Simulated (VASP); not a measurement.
# Mg15F32 (a cell with a defect) in VASP: single point with PBE

Aim: the single point of Mg15F32 (a cell with a defect) with PBE.

Everything below comes from runs of VASP 6.6.1. Logs are shortened: lines on timing, memory, paths and dates and some standing lists are left out, and cuts for length are marked.

## Step 1: The cell of the first run

The cell holds a defect, 47 atoms: a = 9.077 Å, b = 9.077 Å, c = 9.077 Å, α = 94.08°, β = 117.67°, γ = 117.67°.

## Step 2: Single point, PBE, collinear spin (atoms taken out, then relaxed in part)

INCAR

```
PREC = Accurate ; ENCUT = 520
EDIFF = 1E-6 ; ISMEAR = 0
SIGMA = 0.01 ; LREAL = Auto
LASPH = True ; NELM = 200
ALGO = Normal ; ISIF = 2
LWAVE = False ; LCHARG = True
ISPIN = 2 ; MAGMOM = 0 0 0 0 0 0 0 0 0 0 0 0 0 0 0 0.333 0 0 0.333 0 0 0 0 0.333 0 0 0 0 0 0 0 0.333 0.333 0 0 0 0 0 0 0.333 0 0 0 0 0 0 0
LORBIT = 11 ; GGA = PE
LVHAR = True ; NELECT = 256.0
NBANDS = 160 ; GGA_COMPAT = False
KPAR = 2 ; NCORE = 2
```

KPOINTS

```
Automatic mesh
0
Gamma
  2 2 2
  0.5 0.5 0.5
```

POSCAR

```
Mg15F32
1.0
   -4.6975810614     -4.6975810614      6.1859837852
   -4.6975810614      4.6975810614     -6.1859837852
    4.6975810614     -4.6975810614     -6.1859837852
Mg F
15 32
Direct
    0.0000000000      0.1331110649      0.6331110649
    0.0000000000      0.8750000000      0.3750000000
    0.0000000000      0.6168889351      0.1168889351
    0.5000000000      0.3750000000      0.3750000000
    0.5000000000      0.1250000000      0.1250000000
    0.5000000000      0.8750000000      0.8750000000
    0.5000000000      0.6250000000      0.6250000000
    0.0000000000      0.4976576096      0.5052994832
    0.0000000000      0.2523423904      0.2447005168
    1.0000000000      1.0052994832     -0.0023423904
    1.0000000000      0.7447005168      0.7523423904
    0.4986477446      0.4987424926     -0.0012575074
    0.5013522554      0.2512575074      0.7512575074
    0.5013522554      1.0000947480      0.5000947480
    0.4986477446      0.7499052520      0.2499052520
    0.7849935037      0.1270657209      0.6270657209
    0.8033065795      0.9012361456      0.4012361456
    0.8033065795      0.6520704339      0.1520704339
    0.7849935037      0.4079277827      0.9079277827
    0.3054649858      0.1515465548      0.1534977925
    0.3054649858      0.9039184310      0.9019671933
    0.3054649858      0.6534977925      0.6515465548
    0.3054649858      0.4019671933      0.4039184310
    0.0000000000      0.2144166590      0.0355833410
    0.0000000000      0.9679376921      0.7754308591
    0.0000000000      0.7261089789      0.5238910211
    0.0000000000      0.4745691409      0.2820623079
    0.4930875440      0.2205674776      0.5225200664
    0.5000000000      0.9760261572      0.2739738428
    0.5069124560      0.7274799336      0.0294325224
    0.5000000000      0.4760261572      0.7739738428
    0.2150064963      0.6229342791      0.1229342791
    0.2150064963      0.3420722173      0.8420722173
    0.1966934205      0.0979295661      0.5979295661
    0.1966934205      0.8487638544      0.3487638544
    0.6945350142      0.5984534452      0.5965022075
    0.6945350142      0.3480328067      0.3460815690
    0.6945350142      0.0965022075      0.0984534452
    0.6945350142      0.8460815690      0.8480328067
    0.0000000000      0.5355833410      0.7144166590
    0.0000000000      0.2754308591      0.4679376921
    0.0000000000      0.0238910211      0.2261089789
    0.0000000000      0.7820623079      0.9745691409
    0.5069124560      0.5294325224      0.2274799336
    0.5000000000      0.2739738428      0.9760261572
    0.4930875440      0.0225200664      0.7205674776
    0.5000000000      0.7739738428      0.4760261572
```

Potentials or basis: VASP PAW PBE potentials, release 64 (Mg, F).

Started as:

```console
$ cat potpaw_PBE.64/Mg/POTCAR potpaw_PBE.64/F/POTCAR > POTCAR
$ mpirun -np 4 vasp_std > vasp.out
```

OUTCAR:

```text
PREC = Accurate
   ENCUT = 520
   EDIFF = 1E-6
   ISMEAR = 0
   LREAL = Auto
   LASPH = True
   NELM = 200
   ISIF = 2
   ISPIN = 2
   LORBIT = 11
   GGA = PE
   NELECT = 256.0

 ion  position               nearest neighbor table
   1  0.000  0.133  0.633-  16 1.90  33 1.90  25 2.05  41 2.05  34 2.11  17 2.11   2 3.19   8 3.58
                            10 3.58  12 3.61  14 3.61
   2  0.000  0.875  0.375-  26 1.98  42 1.98  17 2.02  34 2.02  35 2.02  18 2.02   1 3.19   3 3.19

   3  0.000  0.617  0.117-  32 1.90  19 1.90  27 2.05  43 2.05  35 2.11  18 2.11   2 3.19   9 3.58
                            11 3.58  13 3.61  15 3.61
   4  0.500  0.375  0.375-  28 2.01  44 2.01  20 2.02  36 2.02  37 2.02  23 2.02   5 3.09   7 3.09
                             8 3.66  11 3.66   9 3.66  10 3.66
   5  0.500  0.125  0.125-  29 1.98  45 1.98  20 2.01  37 2.01  38 2.01  21 2.01   4 3.09   6 3.09

   6  0.500  0.875  0.875-  30 2.01  46 2.01  38 2.02  22 2.02  39 2.02  21 2.02   5 3.09   7 3.09
                             9 3.66   8 3.66  10 3.66  11 3.66
   7  0.500  0.625  0.625-  31 1.98  47 1.98  22 2.01  36 2.01  39 2.01  23 2.01   4 3.09   6 3.09

   8  0.000  0.498  0.505-  40 1.90  41 2.02  27 2.02  22 2.03  37 2.03  26 2.07  11 3.06   9 3.13
                             1 3.58   6 3.66   4 3.66
   9  0.000  0.252  0.245-  24 1.90  27 2.02  41 2.02  38 2.03  23 2.03  42 2.07  10 3.06   8 3.13
                             3 3.58   6 3.66   4 3.66
  10  0.000  0.005  0.998-  24 1.90  25 2.02  43 2.02  39 2.03  20 2.03  42 2.07   9 3.06  11 3.13
                             1 3.58   4 3.66   6 3.66
  11  0.000  0.745  0.752-  40 1.90  43 2.02  25 2.02  21 2.03  36 2.03  26 2.07   8 3.06  10 3.13
                             3 3.58   6 3.66   4 3.66
  12  0.499  0.499  0.999-  33 1.89  18 2.02  30 2.04  44 2.04  31 2.04  45 2.04  13 3.08  15 3.11
                             1 3.61
  13  0.501  0.251  0.751-  19 1.89  34 2.02  46 2.04  28 2.04  45 2.04  31 2.04  12 3.08  14 3.11
                             3 3.61
  14  0.501  0.000  0.500-  16 1.89  35 2.02  28 2.04  46 2.04  29 2.04  47 2.04  15 3.08  13 3.11
                             1 3.61
  15  0.499  0.750  0.250-  32 1.89  17 2.02  30 2.04  44 2.04  29 2.04  47 2.04  14 3.08  12 3.11
[... 19 lines left out ...]
  34  0.197  0.098  0.598-   2 2.02  13 2.02   1 2.11
  35  0.197  0.849  0.349-   2 2.02  14 2.02   3 2.11
  36  0.695  0.598  0.597-   7 2.01   4 2.02  11 2.03
  37  0.695  0.348  0.346-   5 2.01   4 2.02   8 2.03
  38  0.695  0.097  0.098-   5 2.01   6 2.02   9 2.03
  39  0.695  0.846  0.848-   7 2.01   6 2.02  10 2.03
  40  0.000  0.536  0.714-   8 1.90  11 1.90
  41  0.000  0.275  0.468-   8 2.02   9 2.02   1 2.05
  42  0.000  0.024  0.226-   2 1.98   9 2.07  10 2.07
  43  0.000  0.782  0.975-  11 2.02  10 2.02   3 2.05
  44  0.507  0.529  0.227-   4 2.01  12 2.04  15 2.04
  45  0.500  0.274  0.976-   5 1.98  12 2.04  13 2.04
  46  0.493  0.023  0.721-   6 2.01  13 2.04  14 2.04
  47  0.500  0.774  0.476-   7 1.98  14 2.04  15 2.04

  LATTYP: Found a body centered tetragonal cell.
 ALAT       =     9.3951621228
 C/A-ratio  =     1.3168445003

  Lattice vectors:

 A1 = (   4.6975810614,  -4.6975810614,   6.1859837852)
 A2 = (  -4.6975810614,   4.6975810614,   6.1859837852)
 A3 = (  -4.6975810614,  -4.6975810614,  -6.1859837852)

Analysis of symmetry for initial positions (statically):
=====================================================================
 Subroutine PRICEL returns:
 Original cell was already a primitive cell.

 Routine SETGRP: Setting up the symmetry group for a
 body centered tetragonal supercell.

 Subroutine GETGRP returns: Found  8 space group operations
 (whereof  2 operations were pure point group operations)
 out of a pool of 16 trial point group operations.

The static configuration has the point symmetry C_1h.
 The point group associated with its full space group is D_2h.

Analysis of symmetry for dynamics (positions and initial velocities):
=====================================================================
 Subroutine PRICEL returns:
 Original cell was already a primitive cell.

 Routine SETGRP: Setting up the symmetry group for a
 body centered tetragonal supercell.

 Subroutine GETGRP returns: Found  8 space group operations
 (whereof  2 operations were pure point group operations)
[... 175 lines left out ...]
   NGXF,Y,Z  is equivalent  to a cutoff of  25.64, 25.64, 25.64 a.u.
 SYSTEM =  unknown system
   PREC   = accura    normal or accurate (medium, high low for compatibility)
   ISTART =      0    job   : 0-new  1-cont  2-samecut
   ICHARG =      2    charge: 1-file 2-atom 10-const
   ISPIN  =      2    spin polarized calculation?
   LNONCOLLINEAR =      F non collinear calculations
   LSORBIT =      F    spin-orbit coupling
   LASPH  =      T    aspherical Exc in radial PAW
   ENCUT  =  520.0 eV  38.22 Ry    6.18 a.u.  16.88 16.88 16.88*2*pi/ulx,y,z
   NELM   =    200;   NELMIN=  2; NELMDL= -5     # of ELM steps
   EDIFF  = 0.1E-05   stopping-criterion for ELM
   LREAL  =      T    real-space projection
   EDIFFG = 0.1E-04   stopping-criterion for IOM
   NSW    =      0    number of steps for IOM
   IBRION =     -1    ionic relax: 0-MD 1-quasi-New 2-CG
   NFREE  =      0    steps in history (QN), initial steepest desc. (CG)
   ISIF   =      2    stress and relaxation
   ISYM   =      2    0-nonsym 1-usesym 2-fastsym
   POTIM  = 0.5000    time-step for ionic-motion
   TEBEG  =    0.0;   TEEND  =   0.0 temperature during run
   PSTRESS=    0.0 pullay stress
   NELECT =     256.0000    total number of electrons
   NUPDOWN=      -1.0000    fix difference up-down
   EMIN   =  10.00;   EMAX   =-10.00  energy-range for DOS
   EFERMI =   0.00;   METHOD = LEGACY
   ISMEAR =     0;   SIGMA  =   0.01  broadening in eV -4-tet -1-fermi 0-gaus
   EFERMI_NEDOS =   21; number of points for ismear=-14 and -15
   IALGO  =     38    algorithm
   IMIX   =      4    mixing-type and parameters
     AMIX     =   0.40;   BMIX     =  1.00
     AMIX_MAG =   1.60;   BMIX_MAG =  1.00
  volume/ion in A,a.u.               =      11.62        78.40
  Fermi-wavevector in a.u.,A,eV,Ry     =   1.271791  2.403336 22.006771  1.617452
  Thomas-Fermi vector in A             =   2.404705
   LORBIT       =     11    0 simple, 1 ext, 2 COOP (PROOUT), +10 PAW based schemes
   GGA     = PE    functional components
   LHFCALC =     F    Hartree Fock is set to
   AEXX    =    0.0000 exact exchange contribution
   IVDW    =     0    specifies the selected vdW correction
   LEPSILON=     F    determine dielectric tensor
   LRPA    =     F    only Hartree local field effects (RPA)
 spin polarized calculation
 Gauss-broadening in eV      SIGMA  =   0.01
  energy-cutoff  :      520.00
  volume of cell :      546.03
 maximum number of plane-waves:     14719
 NGX is ok and might be reduce to    70
   NGX = 33   NGY = 33   NGZ = 33

 number of electron     256.0000035 magnetization       0.0001824

 number of electron     256.0000035 magnetization      -0.0001119

 Free energy of the ion-electron system (eV)
  ---------------------------------------------------
  ext. energy  EPLUGINS =         0.00000000
  ---------------------------------------------------
  free energy    TOTEN  =      -241.09457897 eV

  energy without entropy =     -241.09457897  energy(sigma->0) =     -241.09457897

 E-fermi :  -1.0834     XC(G=0):  -9.4391

 val. band max:       -1.1501708798   @ k =  -0.2500   0.2500   0.2500
 cond. band min:       5.5704142715   @ k =  -0.2500   0.2500   0.2500
 fundamental gap:      6.7205851513
 Fermi energy:        -1.0834134967

 spin component 1

 k-point     1 :       0.2500    0.2500    0.2500
  band No.  band energies     occupation
      1     -22.4433      1.00000
      2     -22.4315      1.00000
      3     -22.2606      1.00000
      4     -22.2294      1.00000
      5     -22.2151      1.00000
      6     -22.1647      1.00000
[... 418 lines left out ...]
    139      10.0060      0.00000
    140      10.0798      0.00000
 Fermi energy:        -1.0834134967

 spin component 2

 k-point     1 :       0.2500    0.2500    0.2500
  band No.  band energies     occupation
      1     -22.4433      1.00000
      2     -22.4315      1.00000
      3     -22.2606      1.00000
      4     -22.2294      1.00000
      5     -22.2152      1.00000
      6     -22.1647      1.00000
[... 418 lines left out ...]
    139      10.0060      0.00000
    140      10.0798      0.00000
 [bands above 140 left out]

------------------------ aborting loop because EDIFF is reached ----------------------------------------

  FORCE on cell =-STRESS in cart. coord.  units (eV):
  Direction    XX          YY          ZZ          XY          YZ          ZX
  --------------------------------------------------------------------------------------
  -------------------------------------------------------------------------------------
  Total       15.0737437     15.0737437     11.5241301      0.1357604      0.0000000      0.0000000
  in kB       44.2297388     44.2297388     33.8143778      0.3983514      0.0000000      0.0000000
  external PRESSURE =      40.7579518 kB  Pullay stress =       0.0000000 kB

 VOLUME and BASIS-vectors are now :
 -----------------------------------------------------------------------------
  energy-cutoff  :      520.00
  volume of cell :      546.03
      direct lattice vectors                 reciprocal lattice vectors
    -4.697581061 -4.697581061  6.185983785    -0.106437759 -0.106437759  0.000000000
    -4.697581061  4.697581061 -6.185983785    -0.106437759  0.000000000 -0.080827887
     4.697581061 -4.697581061 -6.185983785     0.000000000 -0.106437759 -0.080827887

 POSITION                                       TOTAL-FORCE (eV/Angst)
 -----------------------------------------------------------------------------------
      2.34879     -2.34879     -4.73984         0.000000     -0.000000     -0.015520
     -2.34879      2.34879     -7.73248         0.000000     -0.000000      0.000000
     -2.34879      2.34879     -4.53914         0.000000     -0.000000      0.015520
     -2.34879     -2.34879     -1.54650         0.000000     -0.000000      0.000000
     -2.34879     -2.34879      1.54650         0.000000     -0.000000      0.000000
     -2.34879     -2.34879     -7.73248         0.000000     -0.000000      0.000000
[... 39 lines left out ...]
      0.96282     -5.59545     -1.54650         0.001669     -0.001169      0.000000
     -3.74842     -0.94916     -4.63949        -0.001890      0.001890      0.000000
 -----------------------------------------------------------------------------------
    total drift:                                0.000000     -0.000000      0.000000

  FREE ENERGIE OF THE ION-ELECTRON SYSTEM (eV)
  ---------------------------------------------------
  free  energy   TOTEN  =      -241.0945789696 eV

  energy  without entropy=     -241.0945789696  energy(sigma->0) =     -241.09457897

 total charge

# of ion       s       p       d       tot
------------------------------------------
    1        0.125   0.155   0.076   0.357
    2        0.125   0.155   0.075   0.355
    3        0.125   0.155   0.076   0.357
    4        0.122   0.151   0.073   0.345
    5        0.125   0.157   0.076   0.359
    6        0.122   0.151   0.073   0.345
[... 39 lines left out ...]
   46        1.731   4.426   0.000   6.156
   47        1.731   4.429   0.000   6.161
--------------------------------------------------
tot         57.276 143.942   1.128 202.346

 magnetization (x)

# of ion       s       p       d       tot
------------------------------------------
    1       -0.000  -0.000  -0.000  -0.000
    2        0.000   0.000   0.000   0.000
    3       -0.000  -0.000  -0.000  -0.000
    4        0.000   0.000   0.000   0.000
    5       -0.000  -0.000   0.000  -0.000
    6        0.000   0.000   0.000   0.000
[... 39 lines left out ...]
   46       -0.000  -0.000   0.000  -0.000
   47       -0.000   0.000   0.000   0.000
--------------------------------------------------
tot         -0.000   0.000  -0.000   0.000
```

Wall time 12 min (4 MPI ranks of AMD EPYC 7R13 (Zen 3), shared host); peak memory 0.65 GiB.

Results:

- Free energy: -241.0946 eV
- Largest force: 0.028 eV/Å
- Net moment: 0.00 μB per cell
- Valence electrons inside the program's atomic spheres: Mg 0.36, 0.35, 0.34 (each value once); F 6.16, 6.15 (each value once)

Forces on the atoms (eV/Å):
```
Mg   0.000  0.000 -0.016
Mg   0.000  0.000  0.000
Mg   0.000  0.000  0.016
Mg   0.000  0.000  0.000
Mg   0.000  0.000  0.000
Mg   0.000  0.000  0.000
Mg   0.000  0.000  0.000
Mg   0.002 -0.002  0.008
Mg  -0.002  0.002 -0.008
Mg  -0.002  0.002  0.008
Mg   0.002 -0.002 -0.008
Mg  -0.005 -0.005 -0.001
Mg   0.005  0.005  0.001
Mg   0.005  0.005 -0.001
Mg  -0.005 -0.005  0.001
F    0.006  0.006  0.026
F    0.002  0.002  0.004
F    0.002  0.002 -0.004
F    0.006  0.006 -0.026
F    0.003 -0.001  0.004
F   -0.001  0.003 -0.004
F   -0.001  0.003  0.004
F    0.003 -0.001 -0.004
F    0.020 -0.020  0.000
F    0.002 -0.002  0.007
F   -0.004  0.004  0.000
F    0.002 -0.002 -0.007
F   -0.001  0.002  0.000
F    0.002 -0.002  0.000
F   -0.002  0.001  0.000
F    0.002 -0.002  0.000
F   -0.006 -0.006 -0.026
F   -0.006 -0.006  0.026
F   -0.002 -0.002  0.004
F   -0.002 -0.002 -0.004
F   -0.003  0.001 -0.004
F   -0.003  0.001  0.004
F    0.001 -0.003 -0.004
F    0.001 -0.003  0.004
F   -0.020  0.020  0.000
F   -0.002  0.002  0.007
F    0.004 -0.004  0.000
F   -0.002  0.002 -0.007
F    0.001 -0.002  0.000
F   -0.002  0.002  0.000
F    0.002 -0.001  0.000
F   -0.002  0.002  0.000
```

Caveat: the cell carries a net charge on a neutralising background, which shifts energy and pressure; the cell differs from its parent crystal (atoms taken out, then relaxed in part); the cell is charged against a uniform background, so pressure and absolute levels hang on convention.
